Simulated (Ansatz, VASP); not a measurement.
## Two plane-wave programs on Ge

```xyz
2
Lattice="-2.5772 2.7232 1.4255 2.5399 -2.7118 1.3358 2.4847 2.6193 -1.4044" Properties=species:S:1:pos:R:3 pbc="T T T"
Ge    2.5091   -0.0505    0.6736
Ge   -0.0093    0.0302    1.3702
```

Alike in both runs: task single point; functional PBEsol; k mesh 8 × 8 × 6; no spin polarisation.

```csv
,VASP,Ansatz
version,VASP 6.6.1,Ansatz 0.2.0
potentials or method,"VASP PAW PBE potentials, release 64 (Ge_d), cutoff 520 eV","plane waves, PAW"
occupations,"methfessel-paxton of order 1, width 0.1 eV","cold, width 0.1 eV"
valence electrons in the cell,28,28
```

VASP gave:

- pressure (GPa): -0.3
- traceless stress, the component that is largest in VASP (GPa): -6.90
- rms of the force components (eV/Å): 0.107

Q: What did Ansatz give for the same quantities?

A: Pressure (GPa): -0.2; traceless stress, the component that is largest in VASP (GPa): -6.98; rms of the force components (eV/Å): 0.107.

VASP's potentials were made for PBE, not for PBEsol. Atom by atom the forces differ by 0.001 eV/Å (rms over components). Ansatz's warnings: stress scf threshold loose.
